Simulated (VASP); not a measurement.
# AlCo in VASP: notebook, part 3 of 3

VASP 6.6.1. The steps go on from the part before.

### 6 Single point, PBE (strain +0.050 along x and y, +0.000 along z)

The input, INCAR:

```
SYSTEM = AlCo
  PREC = Accurate
  ENCUT = 520
  EDIFF = 1E-6
  ISMEAR = 0
  SIGMA = 0.15
  LREAL = .FALSE.
  LASPH = .TRUE.
  NELM = 100
  ALGO = Fast
  ISIF = 2
  LWAVE = .FALSE.
  LCHARG = .TRUE.
  GGA = PE
  LELF = .TRUE.
  LVHAR = .TRUE.
  NBANDS = 13
```

The input, KPOINTS:

```
Automatic mesh
0
G
  22 22 22
  0 0 0
```

The input, POSCAR:

```
AlCo
1.0
    2.9944975158      0.0000000000      0.0000000000
    0.0000000000      2.9944975158      0.0000000000
    0.0000000000      0.0000000000      2.8519023960
Al Co
1 1
Direct
    0.0000000000      0.0000000000      0.0000000000
    0.5000000000      0.5000000000      0.5000000000
```

Potentials or basis: VASP PAW PBE potentials, release 64 (Al, Co).

Command:

```console
> cat potpaw_PBE.64/Al/POTCAR potpaw_PBE.64/Co/POTCAR > POTCAR
> mpirun -np 1 vasp_std > vasp.out
```

OUTCAR:

```text
SYSTEM = AlCo
   PREC = Accurate
   ENCUT = 520
   EDIFF = 1E-6
   ISMEAR = 0
   LREAL = .FALSE.
   LASPH = .TRUE.
   NELM = 100
   ISIF = 2
   GGA = PE

 ion  position               nearest neighbor table
   1  0.000  0.000  0.000-   2 2.55   2 2.55   2 2.55   2 2.55   2 2.55   2 2.55   2 2.55   2 2.55

   2  0.500  0.500  0.500-   1 2.55   1 2.55   1 2.55   1 2.55   1 2.55   1 2.55   1 2.55   1 2.55

  LATTYP: Found a simple tetragonal cell.
 ALAT       =     2.9944975158
 C/A-ratio  =     0.9523809524

  Lattice vectors:

 A1 = (   2.9944975158,   0.0000000000,   0.0000000000)
 A2 = (   0.0000000000,   2.9944975158,   0.0000000000)
 A3 = (   0.0000000000,   0.0000000000,   2.8519023960)

Analysis of symmetry for initial positions (statically):
=====================================================================
 Subroutine PRICEL returns:
 Original cell was already a primitive cell.

 Routine SETGRP: Setting up the symmetry group for a
 simple tetragonal supercell.

 Subroutine GETGRP returns: Found 16 space group operations
 (whereof 16 operations were pure point group operations)
 out of a pool of 16 trial point group operations.

The static configuration has the point symmetry D_4h.

[... 178 lines left out ...]
      8      14.2395      0.00000
      9      15.9213      0.00000
     10      17.4545      0.00000
     11      17.6891      0.00000
     12      22.7239      0.00000
     13      29.0251      0.00000
[... 354 lines left out ...]
  band No.  band energies     occupation
      1      -0.8395      2.00000
      2       6.7064      2.00000
      3       6.8186      2.00000
      4       8.3024      2.00000
      5       8.5696      2.00000
      6       8.5951      2.00000
      7      13.1405      0.00000
      8      13.4409      0.00000
      9      16.2888      0.00000
     10      18.3842      0.00000
     11      19.0176      0.00000
     12      23.4870      0.00000
     13      26.0319      0.00000

 [... further k-points ...]

------------------------ aborting loop because EDIFF is reached ----------------------------------------

  FORCE on cell =-STRESS in cart. coord.  units (eV):
  Direction    XX          YY          ZZ          XY          YZ          ZX
  --------------------------------------------------------------------------------------
  -------------------------------------------------------------------------------------
  Total       -2.6230589     -2.6230589     -1.5243142      0.0000000      0.0000000      0.0000000
  in kB     -164.3372632   -164.3372632    -95.4998066      0.0000000      0.0000000      0.0000000
  external PRESSURE =    -141.3914443 kB  Pullay stress =       0.0000000 kB

 VOLUME and BASIS-vectors are now :
 -----------------------------------------------------------------------------
  energy-cutoff  :      520.00
  volume of cell :       25.57
      direct lattice vectors                 reciprocal lattice vectors
     2.994497516  0.000000000  0.000000000     0.333945844  0.000000000  0.000000000
     0.000000000  2.994497516  0.000000000     0.000000000  0.333945844  0.000000000
     0.000000000  0.000000000  2.851902396     0.000000000  0.000000000  0.350643136

 POSITION                                       TOTAL-FORCE (eV/Angst)
 -----------------------------------------------------------------------------------
      0.00000      0.00000      0.00000         0.000000      0.000000      0.000000
      1.49725      1.49725      1.42595         0.000000      0.000000      0.000000
 -----------------------------------------------------------------------------------
    total drift:                                0.000000     -0.000000     -0.000000

  FREE ENERGIE OF THE ION-ELECTRON SYSTEM (eV)
  ---------------------------------------------------
  free  energy   TOTEN  =       -11.8617610432 eV

  energy  without entropy=      -11.8479754056  energy(sigma->0) =      -11.85486822
```

OSZICAR:

```text
N       E                     dE             d eps       ncg     rms          rms(c)
DAV:   1     0.350111867115E+02    0.35011E+02   -0.51552E+03 24512   0.942E+02
DAV:   2    -0.119003618360E+02   -0.46912E+02   -0.42730E+02 25391   0.166E+02
DAV:   3    -0.134340356504E+02   -0.15337E+01   -0.15216E+01 29912   0.351E+01
DAV:   4    -0.134580633880E+02   -0.24028E-01   -0.24021E-01 28501   0.397E+00
DAV:   5    -0.134588872145E+02   -0.82383E-03   -0.82381E-03 30774   0.796E-01    0.119E+01
RMM:   6    -0.171096711327E+02   -0.36508E+01   -0.18105E+01 28649   0.547E+01    0.207E+01
RMM:   7    -0.118751254181E+02    0.52345E+01   -0.55648E+00 25526   0.290E+01    0.230E+00
RMM:   8    -0.118727024582E+02    0.24230E-02   -0.50417E-02 25989   0.166E+00    0.113E+00
RMM:   9    -0.118854156298E+02   -0.12713E-01   -0.49849E-02 28748   0.176E+00    0.135E+00
RMM:  10    -0.118620409489E+02    0.23375E-01   -0.21092E-02 27891   0.195E+00    0.146E-01
RMM:  11    -0.118620614062E+02   -0.20457E-04   -0.76024E-04 30330   0.201E-01    0.158E-01
RMM:  12    -0.118617513427E+02    0.31006E-03   -0.42900E-04 31997   0.199E-01    0.235E-02
RMM:  13    -0.118617598411E+02   -0.84984E-05   -0.88502E-05 33007   0.695E-02    0.169E-02
RMM:  14    -0.118617606545E+02   -0.81345E-06   -0.21218E-05 34590   0.387E-02    0.809E-03
RMM:  15    -0.118617610432E+02   -0.38868E-06   -0.56634E-06 28275   0.217E-02
   1 F= -.11861761E+02 E0= -.11854868E+02  d E =-.137856E-01
```

stdout:

```text
POSCAR found type information on POSCAR AlCo
 POSCAR found :  2 types and       2 ions
 scaLAPACK will be used
 LDA part: xc-table for (Slater+PW92), standard interpolation
 POSCAR, INCAR and KPOINTS ok, starting setup
 FFT: planning ... GRIDC
 FFT: planning ... GRID_SOFT
 FFT: planning ... GRID
 WAVECAR not read
 entering main loop
```

Wall time 2.8 min (1 thread of AMD EPYC 9R45 (Zen 5), shared host); peak memory 0.39 GiB.

Results:

| Property | Result |
| --- | --- |
| Free energy | -11.8618 eV |
| Pressure | -14.1 GPa |
| Band gap on the k mesh | zero (bands 6 and 7 overlap by 2.66 eV) |

Levels at points of the mesh, in eV from the Fermi level:
| k point | band 2 | band 3 | band 4 | band 5 | band 6 | band 7 | band 8 | band 9 | band 10 | band 11 |
| --- | --- | --- | --- | --- | --- | --- | --- | --- | --- | --- |
| (0.00, 0.00, 0.00) | -2.52 | -2.45 | -0.78 | -0.61 | -0.61 | 5.00 | 5.00 | 6.68 | 8.22 | 8.45 |
| (0.50, 0.00, 0.00) | -6.12 | -2.00 | -1.56 | -1.23 | -0.53 | 0.06 | 8.24 | 9.55 | 10.07 | 11.14 |
| (0.50, 0.50, 0.00) | -2.69 | -2.61 | -2.61 | -1.08 | -1.08 | -0.24 | 1.91 | 2.69 | 12.48 | 15.50 |
| (0.00, 0.00, 0.50) | -5.96 | -1.93 | -1.52 | -1.52 | -0.65 | 0.45 | 8.34 | 9.72 | 9.72 | 10.55 |
| (0.50, 0.00, 0.50) | -2.59 | -2.45 | -2.16 | -1.32 | -1.29 | -0.12 | 2.37 | 3.08 | 11.35 | 14.47 |
| (0.50, 0.50, 0.50) | -3.42 | -3.42 | -0.20 | -0.04 | 2.41 | 2.41 | 2.55 | 3.29 | 4.51 | 5.04 |

Caveat: the cell differs from its parent crystal (strain +0.050 along x and y, +0.000 along z); the cell stands under tension; the run has no spin polarisation, though such a crystal can be magnetic.

### 7 Summary

```tsv
cell	gap on the mesh (eV)	pressure (GPa)
a = 2.709 Å, 2 atoms	none	38.2
a = 2.709, b = 2.709, c = 2.852 Å, 2 atoms	none	22.9
a = 2.852, b = 2.852, c = 2.709 Å, 2 atoms	none	10.4
a = 2.852, b = 2.852, c = 2.994 Å, 2 atoms	none	-7.7
a = 2.994, b = 2.994, c = 2.852 Å, 2 atoms	none	-14.1
```

Alike in all rows: task single point; level PBE; potentials or basis VASP PAW PBE potentials, release 64 (Al, Co); no spin polarisation; k mesh 22 × 22 × 22; cutoff (eV) 520; smearing gaussian 0.15 eV.

Caveats: the run has no spin polarisation, though such a crystal can be magnetic; the cell stands under pressure (at least some runs); the cell stands under tension (at least some runs).

Absolute energies hang on the potentials; compare differences alone.
